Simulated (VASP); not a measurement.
# MgB (Pm-3m) in VASP: notebook

The runs below take MgB through electric field gradients, density of states, elastic constants, with PBE, LDA.

Program: VASP 6.6.1. These are calculated values, not measurements. Logs are shortened: lines on timing, memory, paths and dates and some standing lists are left out, and cuts for length are marked.

## (1) The cell of the first run

It takes space group Pm-3m (No. 221, cubic). The conventional cell has a = 2.895 Å, b = 2.895 Å, c = 2.895 Å, α = 90.00°, β = 90.00°, γ = 90.00°. Mg (site symmetry m-3m) has 8 B at 2.51 Å and 6 Mg at 2.90 Å within 3.3 Å. Within 3.3 Å of B (site symmetry m-3m) lie 8 Mg at 2.51 Å and 6 B at 2.90 Å.

## (2) Electric field gradients, PBE

Input file INCAR:

```
SYSTEM = MgB
  PREC = Accurate
  ENCUT = 520
  EDIFF = 1E-8
  ISMEAR = -1
  SIGMA = 0.05
  LREAL = .False.
  LASPH = .True.
  NELM = 80
  ALGO = Normal
  ISIF = 2
  LWAVE = .False.
  LCHARG = .False.
  GGA = PE
  LEFG = .True.
  NBANDS = 10
```

Input file KPOINTS:

```
Automatic mesh
0
Gamma
  9 9 9
  0 0 0
```

Input file POSCAR:

```
MgB
1.0
    2.8951500000      0.0000000000      0.0000000000
    0.0000000000      2.8951500000      0.0000000000
    0.0000000000      0.0000000000      2.8951500000
Mg B
1 1
Direct
    0.0000000000      0.0000000000      0.0000000000
    0.5000000000      0.5000000000      0.5000000000
```

Potentials or basis: VASP PAW PBE potentials, release 64 (Mg, B).

Command:

```console
> cat potpaw_PBE.64/Mg/POTCAR potpaw_PBE.64/B/POTCAR > POTCAR
> mpirun -np 1 vasp_std > vasp.out
```

OUTCAR:

```text
SYSTEM = MgB
   PREC = Accurate
   ENCUT = 520
   EDIFF = 1E-8
   ISMEAR = -1
   LREAL = .False.
   LASPH = .True.
   NELM = 80
   ISIF = 2
   GGA = PE

 ion  position               nearest neighbor table
   1  0.000  0.000  0.000-   2 2.51   2 2.51   2 2.51   2 2.51   2 2.51   2 2.51   2 2.51   2 2.51

   2  0.500  0.500  0.500-   1 2.51   1 2.51   1 2.51   1 2.51   1 2.51   1 2.51   1 2.51   1 2.51

  LATTYP: Found a simple cubic cell.
 ALAT       =     2.8951500000

  Lattice vectors:

 A1 = (   2.8951500000,   0.0000000000,   0.0000000000)
 A2 = (   0.0000000000,   2.8951500000,   0.0000000000)
 A3 = (   0.0000000000,   0.0000000000,   2.8951500000)

Analysis of symmetry for initial positions (statically):
=====================================================================
 Subroutine PRICEL returns:
 Original cell was already a primitive cell.

 Routine SETGRP: Setting up the symmetry group for a
 simple cubic supercell.

 Subroutine GETGRP returns: Found 48 space group operations
 (whereof 48 operations were pure point group operations)
 out of a pool of 48 trial point group operations.

The static configuration has the point symmetry O_h .

Analysis of symmetry for dynamics (positions and initial velocities):
=====================================================================
 Subroutine PRICEL returns:
 Original cell was already a primitive cell.

 Routine SETGRP: Setting up the symmetry group for a
 simple cubic supercell.

 Subroutine GETGRP returns: Found 48 space group operations
 (whereof 48 operations were pure point group operations)
 out of a pool of 48 trial point group operations.

The dynamic configuration has the point symmetry O_h .

 Subroutine INISYM returns: Found 48 space group operations
 (whereof 48 operations are pure point group operations),
 and found     1 'primitive' translations

----------------------------------------------------------------------------------------

                                     Primitive cell

  volume of cell :      24.2668

  direct lattice vectors                    reciprocal lattice vectors
     2.895150000  0.000000000  0.000000000     0.345405247  0.000000000  0.000000000
     0.000000000  2.895150000  0.000000000     0.000000000  0.345405247  0.000000000
     0.000000000  0.000000000  2.895150000     0.000000000  0.000000000  0.345405247

  length of vectors
     2.895150000  2.895150000  2.895150000     0.345405247  0.345405247  0.345405247

  position of ions in fractional coordinates (direct lattice)
     0.000000000  0.000000000  0.000000000
     0.500000000  0.500000000  0.500000000

  ion indices of the primitive-cell ions
   primitive index   ion index
                 1           1
                 2           2

----------------------------------------------------------------------------------------

 KPOINTS: Automatic mesh

Automatic generation of k-mesh.
 Grid dimensions read from file:
 generate k-points for:    9    9    9

 Generating k-lattice:

  Cartesian coordinates                     Fractional coordinates (reciprocal lattice)
     0.038378361  0.000000000  0.000000000     0.111111111  0.000000000  0.000000000
     0.000000000  0.038378361  0.000000000     0.000000000  0.111111111  0.000000000
     0.000000000  0.000000000  0.038378361     0.000000000  0.000000000  0.111111111

  Length of vectors
     0.038378361  0.038378361  0.038378361

  Shift w.r.t. Gamma in fractional coordinates (k-lattice)
     0.000000000  0.000000000  0.000000000

 Subroutine IBZKPT returns following result:
 ===========================================

 Found     35 irreducible k-points:

 Following reciprocal coordinates:
            Coordinates               Weight
  0.000000  0.000000  0.000000      1.000000
  0.111111  0.000000  0.000000      6.000000
  0.222222  0.000000  0.000000      6.000000
  0.333333  0.000000  0.000000      6.000000
  0.444444  0.000000  0.000000      6.000000
  0.111111  0.111111  0.000000     12.000000
[... 16 lines left out ...]
  0.333333  0.333333  0.111111     24.000000
  0.444444  0.333333  0.111111     48.000000
 [... further k-points ...]
   k-points           NKPTS =     35   k-points in BZ     NKDIM =     35   number of bands    NBANDS=     10
   number of dos      NEDOS =    301   number of ions     NIONS =      2
   total plane-waves  NPLWV =  13824
   dimension x,y,z NGX =    24 NGY =   24 NGZ =   24
   dimension x,y,z NGXF=    48 NGYF=   48 NGZF=   48
   ions per type =               1   1
   NGX,Y,Z   is equivalent  to a cutoff of  13.78, 13.78, 13.78 a.u.
   NGXF,Y,Z  is equivalent  to a cutoff of  27.56, 27.56, 27.56 a.u.
 SYSTEM =  MgB
   PREC   = accura    normal or accurate (medium, high low for compatibility)
   ISTART =      0    job   : 0-new  1-cont  2-samecut
   ICHARG =      2    charge: 1-file 2-atom 10-const
   ISPIN  =      1    spin polarized calculation?
   LNONCOLLINEAR =      F non collinear calculations
   LSORBIT =      F    spin-orbit coupling
   LASPH  =      T    aspherical Exc in radial PAW
   ENCUT  =  520.0 eV  38.22 Ry    6.18 a.u.   5.38  5.38  5.38*2*pi/ulx,y,z
   NELM   =     80;   NELMIN=  2; NELMDL= -5     # of ELM steps
   EDIFF  = 0.1E-07   stopping-criterion for ELM
   LREAL  =      F    real-space projection
   EDIFFG = 0.1E-06   stopping-criterion for IOM
   NSW    =      0    number of steps for IOM
   IBRION =     -1    ionic relax: 0-MD 1-quasi-New 2-CG
   NFREE  =      0    steps in history (QN), initial steepest desc. (CG)
   ISIF   =      2    stress and relaxation
   ISYM   =      2    0-nonsym 1-usesym 2-fastsym
   POTIM  = 0.5000    time-step for ionic-motion
   TEBEG  =    0.0;   TEEND  =   0.0 temperature during run
   PSTRESS=    0.0 pullay stress
   NELECT =       5.0000    total number of electrons
   NUPDOWN=      -1.0000    fix difference up-down
   EMIN   =  10.00;   EMAX   =-10.00  energy-range for DOS
   EFERMI =   0.00;   METHOD = LEGACY
   ISMEAR =    -1;   SIGMA  =   0.05  broadening in eV -4-tet -1-fermi 0-gaus
   EFERMI_NEDOS =   21; number of points for ismear=-14 and -15
   IALGO  =     38    algorithm
   IMIX   =      4    mixing-type and parameters
     AMIX     =   0.40;   BMIX     =  1.00
     AMIX_MAG =   1.60;   BMIX_MAG =  1.00
  volume/ion in A,a.u.               =      12.13        81.88
  Fermi-wavevector in a.u.,A,eV,Ry     =   0.966927  1.827227 12.720742  0.934948
  Thomas-Fermi vector in A             =   2.096770
   LORBIT       =      0    0 simple, 1 ext, 2 COOP (PROOUT), +10 PAW based schemes
   GGA     = PE    functional components
   LHFCALC =     F    Hartree Fock is set to
   AEXX    =    0.0000 exact exchange contribution
   IVDW    =     0    specifies the selected vdW correction
   LEPSILON=     F    determine dielectric tensor
   LRPA    =     F    only Hartree local field effects (RPA)
 non-spin polarized calculation
  energy-cutoff  :      520.00
  volume of cell :       24.27
 maximum number of plane-waves:       667
 NGX is ok and might be reduce to    24
   NGX = 11   NGY = 11   NGZ = 11

 number of electron       5.0000000 magnetization

 Free energy of the ion-electron system (eV)
  ---------------------------------------------------
  ext. energy  EPLUGINS =         0.00000000
  ---------------------------------------------------
  free energy    TOTEN  =        -6.62293156 eV

  energy without entropy =       -6.61617765  energy(sigma->0) =       -6.61955460

 E-fermi :   4.7378     XC(G=0): -10.3589

 val. band max:        4.7313500355   @ k =   0.3333   0.3333   0.3333
 cond. band min:       4.8022927438   @ k =   0.3333   0.2222   0.1111
 fundamental gap:      0.0709427084
 Fermi energy:         4.7377934522

 k-point     1 :       0.0000    0.0000    0.0000
  band No.  band energies     occupation
      1      -6.1544      2.00000
      2       7.1148      0.00000
      3       7.1148      0.00000
      4       7.1148      0.00000
      5      11.6329      0.00000
      6      11.6329      0.00000
      7      13.5677      0.00000
      8      22.7876      0.00000
      9      22.7876      0.00000
     10      22.7876      0.00000

 k-point     2 :       0.1111    0.0000    0.0000
  band No.  band energies     occupation
      1      -5.9596      2.00000
      2       5.6857      0.00000
      3       7.2254      0.00000
      4       7.2254      0.00000
      5      11.8511      0.00000
      6      12.7271      0.00000
      7      14.1348      0.00000
      8      21.8415      0.00000
      9      21.8415      0.00000
     10      22.5199      0.00000
[... 274 lines left out ...]
 k-point    24 :       0.4444    0.3333    0.1111
  band No.  band energies     occupation
      1      -1.6207      2.00000
      2       0.9311      2.00000
      3       3.3775      2.00000
      4       8.3063      0.00000
      5       8.4729      0.00000
      6      14.5828      0.00000
      7      15.7250      0.00000
      8      19.6215      0.00000
      9      20.8243      0.00000
     10      21.7688      0.00000

 [... further k-points ...]
[... 5 lines left out ...]
  --------------------------------------------------------------------------------------
  -------------------------------------------------------------------------------------
  Total       -0.0113101     -0.0113101     -0.0113101     -0.0000000      0.0000000     -0.0000000
  in kB       -0.7467299     -0.7467299     -0.7467299     -0.0000000      0.0000000     -0.0000000
  external PRESSURE =      -0.7467299 kB  Pullay stress =       0.0000000 kB

 VOLUME and BASIS-vectors are now :
 -----------------------------------------------------------------------------
  energy-cutoff  :      520.00
  volume of cell :       24.27
      direct lattice vectors                 reciprocal lattice vectors
     2.895150000  0.000000000  0.000000000     0.345405247  0.000000000  0.000000000
     0.000000000  2.895150000  0.000000000     0.000000000  0.345405247  0.000000000
     0.000000000  0.000000000  2.895150000     0.000000000  0.000000000  0.345405247

 POSITION                                       TOTAL-FORCE (eV/Angst)
 -----------------------------------------------------------------------------------
      0.00000      0.00000      0.00000         0.000000      0.000000      0.000000
      1.44758      1.44758      1.44758         0.000000      0.000000      0.000000
 -----------------------------------------------------------------------------------
    total drift:                                0.000000     -0.000000     -0.000000

  FREE ENERGIE OF THE ION-ELECTRON SYSTEM (eV)
  ---------------------------------------------------
  free  energy   TOTEN  =        -6.6229315627 eV

  energy  without entropy=       -6.6161776452  energy(sigma->0) =       -6.61955460

 Electric field gradients (V/A^2)
---------------------------------------------------------------------
 ion       V_xx      V_yy      V_zz      V_xy      V_xz      V_yz
---------------------------------------------------------------------
   1       0.000     0.000     0.000    -0.000     0.000     0.000
   2      -0.000    -0.000     0.000    -0.000     0.000    -0.000
---------------------------------------------------------------------

 Electric field gradients after diagonalization (V/A^2)
 (convention: |V_zz| > |V_xx| > |V_yy|)
----------------------------------------------------------------------
 ion       V_xx      V_yy      V_zz     asymmetry (V_yy - V_xx)/ V_zz
----------------------------------------------------------------------
   1       0.000     0.000     0.000      -0.171
   2       0.000    -0.000    -0.000       1.198
----------------------------------------------------------------------

           NMR quadrupolar parameters

 Cq : quadrupolar parameter    Cq=e*Q*V_zz/h
 eta: asymmetry parameters     (V_yy - V_xx)/ V_zz
 Q  : nuclear electric quadrupole moment in mb (millibarn)
----------------------------------------------------------------------
 ion       Cq(MHz)       eta       Q (mb)
----------------------------------------------------------------------
   1       0.000      -0.171       1.000
   2      -0.000       1.198       1.000
----------------------------------------------------------------------
```

Run time: 18 s. Hardware: 1 thread of AMD EPYC 7R13, shared host; peak memory 0.11 GiB.

Results:

- Free energy: -6.6229 eV
- Pressure: -0.1 GPa

Caveat: without QUAD_EFG the Cq values of the log hold for a quadrupole moment of 1 mb, not for the nuclei.

(Continued in part 2 of 3.)
